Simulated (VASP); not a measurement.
# Au (P6_3/mmc) in VASP: notebook

The runs below take Au through single point, with PBEsol.

Everything below comes from runs of VASP 6.6.1. Logs are shortened: lines on timing, memory, paths and dates and some standing lists are left out, and cuts for length are marked.

## (1) The cell of the first run

The structure is hexagonal, space group P6_3/mmc (No. 194). The conventional cell has a = 2.881 Å, b = 2.881 Å, c = 4.847 Å, α = 90.00°, β = 90.00°, γ = 120.00°. Within 3.8 Å of Au (site symmetry -6m2) lie 12 Au at 2.88 to 2.94 Å.

## (2) Single point, PBEsol (volume scaled by 0.98)

File INCAR:

```
  ALGO = Normal
  EDIFF = 1E-7
  ENCUT = 520
  GGA = PS
  ISIF = 2
  ISMEAR = -1
  LASPH = True
  LCHARG = False
  LREAL = False
  LWAVE = False
  NBANDS = 18
  NELM = 80
  PREC = Accurate
  SIGMA = 0.03
```

File KPOINTS:

```
k-points
0
Gamma
  14 14 8
```

File POSCAR:

```
Au
1.0
    2.8805347474      0.0000000000      0.0000000000
   -1.4402673737      2.4946162678      0.0000000000
    0.0000000000      0.0000000000      4.8472473353
Au
2
Direct
    0.3333333333      0.6666666667      0.7500000000
    0.6666666667      0.3333333333      0.2500000000
```

Potentials or basis: VASP PAW PBE potentials, release 64 (Au).

Run with:

```bash
cat potpaw_PBE.64/Au/POTCAR > POTCAR
mpirun -np 1 vasp_std > vasp.out
```

OUTCAR:

```text
EDIFF = 1E-7
   ENCUT = 520
   GGA = PS
   ISIF = 2
   ISMEAR = -1
   LASPH = True
   LREAL = False
   NELM = 80
   PREC = Accurate

 ion  position               nearest neighbor table
   1  0.333  0.667  0.750-   2 2.94   2 2.94   2 2.94   2 2.94   2 2.94   2 2.94
   2  0.667  0.333  0.250-   1 2.94   1 2.94   1 2.94   1 2.94   1 2.94   1 2.94

  LATTYP: Found a hexagonal cell.
 ALAT       =     2.8805347474
 C/A-ratio  =     1.6827595431

  Lattice vectors:

 A1 = (   2.8805347474,   0.0000000000,   0.0000000000)
 A2 = (  -1.4402673737,   2.4946162678,   0.0000000000)
 A3 = (   0.0000000000,   0.0000000000,   4.8472473353)

Analysis of symmetry for initial positions (statically):
=====================================================================
 Subroutine PRICEL returns:
 Original cell was already a primitive cell.

 Routine SETGRP: Setting up the symmetry group for a
 hexagonal supercell.

 Subroutine GETGRP returns: Found 24 space group operations
 (whereof 12 operations were pure point group operations)
 out of a pool of 24 trial point group operations.

The static configuration has the point symmetry D_3d.
 The point group associated with its full space group is D_6h.

Analysis of symmetry for dynamics (positions and initial velocities):
=====================================================================
 Subroutine PRICEL returns:
 Original cell was already a primitive cell.

 Routine SETGRP: Setting up the symmetry group for a
 hexagonal supercell.

 Subroutine GETGRP returns: Found 24 space group operations
 (whereof 12 operations were pure point group operations)
 out of a pool of 24 trial point group operations.

The dynamic configuration has the point symmetry D_3d.
 The point group associated with its full space group is D_6h.

 Subroutine INISYM returns: Found 24 space group operations
 (whereof 12 operations are pure point group operations),
 and found     1 'primitive' translations

----------------------------------------------------------------------------------------

                                     Primitive cell

  volume of cell :      34.8315

  direct lattice vectors                    reciprocal lattice vectors
     2.880534747  0.000000000  0.000000000     0.347157763  0.200431628  0.000000000
[... 81 lines left out ...]
   LNONCOLLINEAR =      F non collinear calculations
   LSORBIT =      F    spin-orbit coupling
   LASPH  =      T    aspherical Exc in radial PAW
   ENCUT  =  520.0 eV  38.22 Ry    6.18 a.u.   5.36  5.36  9.01*2*pi/ulx,y,z
   NELM   =     80;   NELMIN=  2; NELMDL= -5     # of ELM steps
   EDIFF  = 0.1E-06   stopping-criterion for ELM
   LREAL  =      F    real-space projection
   EDIFFG = 0.1E-05   stopping-criterion for IOM
   NSW    =      0    number of steps for IOM
   IBRION =     -1    ionic relax: 0-MD 1-quasi-New 2-CG
   NFREE  =      0    steps in history (QN), initial steepest desc. (CG)
   ISIF   =      2    stress and relaxation
   ISYM   =      2    0-nonsym 1-usesym 2-fastsym
   POTIM  = 0.5000    time-step for ionic-motion
   TEBEG  =    0.0;   TEEND  =   0.0 temperature during run
   PSTRESS=    0.0 pullay stress
   NELECT =      22.0000    total number of electrons
   NUPDOWN=      -1.0000    fix difference up-down
   EMIN   =  10.00;   EMAX   =-10.00  energy-range for DOS
   EFERMI =   0.00;   METHOD = LEGACY
   ISMEAR =    -1;   SIGMA  =   0.03  broadening in eV -4-tet -1-fermi 0-gaus
   EFERMI_NEDOS =   21; number of points for ismear=-14 and -15
   IALGO  =     38    algorithm
   IMIX   =      4    mixing-type and parameters
     AMIX     =   0.40;   BMIX     =  1.00
     AMIX_MAG =   1.60;   BMIX_MAG =  1.00
  volume/ion in A,a.u.               =      17.42       117.53
  Fermi-wavevector in a.u.,A,eV,Ry     =   1.404618  2.654344 26.843656  1.972953
  Thomas-Fermi vector in A             =   2.527162
   LORBIT       =      0    0 simple, 1 ext, 2 COOP (PROOUT), +10 PAW based schemes
   GGA     = PS    functional components
   LHFCALC =     F    Hartree Fock is set to
   AEXX    =    0.0000 exact exchange contribution
   IVDW    =     0    specifies the selected vdW correction
   LEPSILON=     F    determine dielectric tensor
   LRPA    =     F    only Hartree local field effects (RPA)
 non-spin polarized calculation
  energy-cutoff  :      520.00
  volume of cell :       34.83
 maximum number of plane-waves:       960
 NGX is ok and might be reduce to    24
   NGX = 11   NGY = 11   NGZ = 19

 number of electron      22.0000003 magnetization

 Free energy of the ion-electron system (eV)
  ---------------------------------------------------
  ext. energy  EPLUGINS =         0.00000000
  ---------------------------------------------------
  free energy    TOTEN  =        -7.81413486 eV

  energy without entropy =       -7.81029139  energy(sigma->0) =       -7.81221313

 E-fermi :   8.8935     XC(G=0): -12.7561

 val. band max:        8.8926061554   @ k =   0.1429   0.1429   0.2500
 cond. band min:       8.8966549084   @ k =   0.3571   0.1429   0.2500
 fundamental gap:      0.0040487530
 Fermi energy:         8.8934939376

 k-point     1 :       0.0000    0.0000    0.0000
  band No.  band energies     occupation
      1      -0.7742      2.00000
      2       1.6850      2.00000
      3       4.1679      2.00000
      4       4.4539      2.00000
      5       4.4539      2.00000
      6       4.7536      2.00000
[... 481 lines left out ...]
      5       4.2618      2.00000
      6       4.3885      2.00000
[... 10 lines left out ...]
     17      19.8527      0.00000
     18      20.0675      0.00000

 [... further k-points ...]

------------------------ aborting loop because EDIFF is reached ----------------------------------------

  FORCE on cell =-STRESS in cart. coord.  units (eV):
  Direction    XX          YY          ZZ          XY          YZ          ZX
  --------------------------------------------------------------------------------------
  -------------------------------------------------------------------------------------
  Total       -0.7876464     -0.7876464     -0.9148060      0.0000000     -0.0000000      0.0000000
  in kB      -36.2301256    -36.2301256    -42.0792072      0.0000000     -0.0000000      0.0000000
  external PRESSURE =     -38.1798194 kB  Pullay stress =       0.0000000 kB

 VOLUME and BASIS-vectors are now :
 -----------------------------------------------------------------------------
  energy-cutoff  :      520.00
  volume of cell :       34.83
      direct lattice vectors                 reciprocal lattice vectors
     2.880534747  0.000000000  0.000000000     0.347157763  0.200431628  0.000000000
    -1.440267374  2.494616268  0.000000000     0.000000000  0.400863256  0.000000000
     0.000000000  0.000000000  4.847247335     0.000000000  0.000000000  0.206302656

 POSITION                                       TOTAL-FORCE (eV/Angst)
 -----------------------------------------------------------------------------------
     -0.00000      1.66308      3.63544        -0.000000      0.000000      0.000000
      1.44027      0.83154      1.21181         0.000000     -0.000000      0.000000
 -----------------------------------------------------------------------------------
    total drift:                               -0.000000      0.000000     -0.000000

  FREE ENERGIE OF THE ION-ELECTRON SYSTEM (eV)
  ---------------------------------------------------
  free  energy   TOTEN  =        -7.8141348646 eV

  energy  without entropy=       -7.8102913905  energy(sigma->0) =       -7.81221313
```

It took 33 s on 1 thread of AMD EPYC 9R45 (Zen 5), shared host; peak memory 0.17 GiB.

Results:

* Free energy: -7.8141 eV
* Pressure: -3.8 GPa
* Band gap on the k mesh: zero (band 11 reaches 12.73 eV, above the bottom of band 12 at 6.32 eV)

Stress tensor (GPa, compression positive):
```
-3.62  0.00  0.00
 0.00 -3.62  0.00
 0.00  0.00 -4.21
```

Caveat: the PAW data sets were made with another functional, which shifts forces and pressure a little; spin-orbit coupling is left out, which moves the levels of the heavy elements.

## (3) Single point, PBEsol (volume scaled by 1.01)

File INCAR:

```
ALGO     = Normal         # electronic algorithm
EDIFF    = 1E-6           # SCF threshold, eV
ENCUT    = 520            # plane-wave cutoff, eV
GGA      = PS             # functional
ISIF     = 2              # what is computed and relaxed
ISMEAR   = -1             # smearing method
LASPH    = T              # aspherical terms in the spheres
LCHARG   = F              # write CHGCAR
LREAL    = F              # projectors in reciprocal space
LWAVE    = F              # write WAVECAR
NBANDS   = 18             # bands
NELM     = 100            # most SCF steps
PREC     = Accurate       # precision mode
SIGMA    = 0.03           # smearing width, eV
```

KPOINTS is that of step 2.

File POSCAR:

```
Au
1.0
    2.9096330274      0.0000000000      0.0000000000
   -1.4548165137      2.5198161175      0.0000000000
    0.0000000000      0.0000000000      4.8962127437
Au
2
Direct
    0.3333333333      0.6666666667      0.7500000000
    0.6666666667      0.3333333333      0.2500000000
```

Potentials or basis: VASP PAW PBE potentials, release 64 (Au).

Run with:

```bash
cat potpaw_PBE.64/Au/POTCAR > POTCAR
mpirun -np 1 vasp_std > vasp.out
```

It took 32 s on 1 thread of AMD EPYC 9R45 (Zen 5), shared host; peak memory 0.17 GiB.

Results (log left out):

| Quantity | Value |
| --- | --- |
| Free energy | -7.7757 eV |
| Pressure | -7.8 GPa |
| Band gap on the k mesh | zero (band 11 reaches 12.13 eV, above the bottom of band 12 at 5.89 eV) |

Stress tensor (GPa, compression positive):
```
-7.77  0.00  0.00
 0.00 -7.77  0.00
 0.00  0.00 -7.96
```

Levels at points of the mesh, in eV from the Fermi level:
```
           k point  band 9  band 10  band 11  band 12  band 13  band 14
(0.00, 0.00, 0.00)   -3.34    -2.09    -2.09    -0.96     2.42    14.61
(0.50, 0.00, 0.00)   -1.80    -1.63     0.37     1.48     5.58     6.96
(0.00, 0.00, 0.50)   -2.52    -2.52    -2.52    -2.52    10.23    10.23
(0.50, 0.00, 0.50)   -1.70    -1.70     0.54     0.54     3.71     3.71
```

Caveat: the PAW data sets were made with another functional, which shifts forces and pressure a little; spin-orbit coupling is left out, which moves the levels of the heavy elements.

## (4) Single point, PBEsol (volume scaled by 1.04)

File INCAR:

```
PREC = Accurate ; ENCUT = 520
EDIFF = 1E-6 ; ISMEAR = -1
SIGMA = 0.03 ; LREAL = F
LASPH = T ; NELM = 60
ALGO = Normal ; ISIF = 2
LWAVE = F ; LCHARG = F
GGA = PS ; NBANDS = 18
```

File KPOINTS:

```
regular mesh
0
Gamma
  14 14 8
```

File POSCAR:

```
Au
1.0
    2.9381606606      0.0000000000      0.0000000000
   -1.4690803303      2.5445217725      0.0000000000
    0.0000000000      0.0000000000      4.9442178906
Au
2
Direct
    0.3333333333      0.6666666667      0.7500000000
    0.6666666667      0.3333333333      0.2500000000
```

Run with:

```bash
cat potpaw_PBE.64/Au/POTCAR > POTCAR
mpirun -np 1 vasp_std > vasp.out
```

It took 34 s on 1 thread of AMD EPYC 9R45 (Zen 5), shared host; peak memory 0.18 GiB.

It converged, with:

| Quantity | Value |
| --- | --- |
| Free energy | -7.7130 eV |
| Pressure | -11.1 GPa |
| Band gap on the k mesh | zero (band 11 reaches 11.57 eV, above the bottom of band 12 at 5.49 eV) |

Stress tensor (GPa, compression positive):
```
-11.20   0.00   0.00
  0.00 -11.20   0.00
  0.00   0.00 -11.02
```

Levels at points of the mesh, in eV from the Fermi level:
| k point | band 8 | band 9 | band 10 | band 11 | band 12 | band 13 | band 14 | band 15 |
| --- | --- | --- | --- | --- | --- | --- | --- | --- |
| (0.00, 0.00, 0.00) | -3.24 | -3.24 | -2.06 | -2.06 | -0.81 | 2.29 | 14.61 | 15.59 |
| (0.50, 0.00, 0.00) | -1.86 | -1.78 | -1.62 | 0.38 | 1.41 | 5.51 | 6.76 | 6.99 |
| (0.00, 0.00, 0.50) | -4.17 | -2.46 | -2.46 | -2.46 | -2.46 | 10.04 | 10.04 | 14.88 |
| (0.50, 0.00, 0.50) | -2.24 | -1.69 | -1.69 | 0.61 | 0.61 | 3.56 | 3.56 | 12.81 |

Caveat: the PAW data sets were made with another functional, which shifts forces and pressure a little; spin-orbit coupling is left out, which moves the levels of the heavy elements.

## (5) Single point, PBEsol (equal xx and yy strain of -3 %)

File INCAR:

```
PREC = Accurate
ENCUT = 520
EDIFF = 1E-6
ISMEAR = -1
SIGMA = 0.03
LREAL = False
LASPH = True
NELM = 60
ALGO = Normal
ISIF = 2
LWAVE = False
LCHARG = True
GGA = PS
LELF = True
LVHAR = True
NBANDS = 18
```

KPOINTS is that of step 4.

File POSCAR:

```
Au
1.0
    2.8129984581      0.0000000000      0.0000000000
   -1.4064992290      2.4361281256      0.0000000000
    0.0000000000      0.0000000000      4.8800000000
Au
2
Direct
    0.3333333333      0.6666666667      0.7500000000
    0.6666666667      0.3333333333      0.2500000000
```

Run with:

```bash
cat potpaw_PBE.64/Au/POTCAR > POTCAR
mpirun -np 1 vasp_std > vasp.out
```

Run time: 17 s. Hardware: 1 thread of Intel Xeon 6975P-C (Granite Rapids), shared host; peak memory 0.19 GiB.

The run converged. Its results:

```
Free energy            : -7.8098 eV
Pressure               : 3.5 GPa
Band gap on the k mesh : zero (band 11 reaches 13.68 eV, above the bottom of band 12 at 6.94 eV)
```

Stress tensor (GPa, compression positive):
```
4.57 0.00 0.00
0.00 4.57 0.00
0.00 0.00 1.31
```

Levels at points of the mesh, in eV from the Fermi level:
```tsv
k point	band 8	band 9	band 10	band 11	band 12	band 13	band 14	band 15
(0.00, 0.00, 0.00)	-3.52	-3.52	-2.26	-2.26	-1.59	2.29	14.66	15.05
(0.50, 0.00, 0.00)	-2.10	-1.81	-1.66	0.37	1.71	5.53	7.08	7.28
(0.00, 0.00, 0.50)	-4.77	-2.72	-2.72	-2.72	-2.72	9.94	9.94	14.99
(0.50, 0.00, 0.50)	-2.55	-1.72	-1.72	0.33	0.33	4.11	4.11	12.75
```

Caveat: the cell differs from its parent crystal (equal xx and yy strain of -3 %); the PAW data sets were made with another functional, which shifts forces and pressure a little; spin-orbit coupling is left out, which moves the levels of the heavy elements.

[end of part 1 of 2]
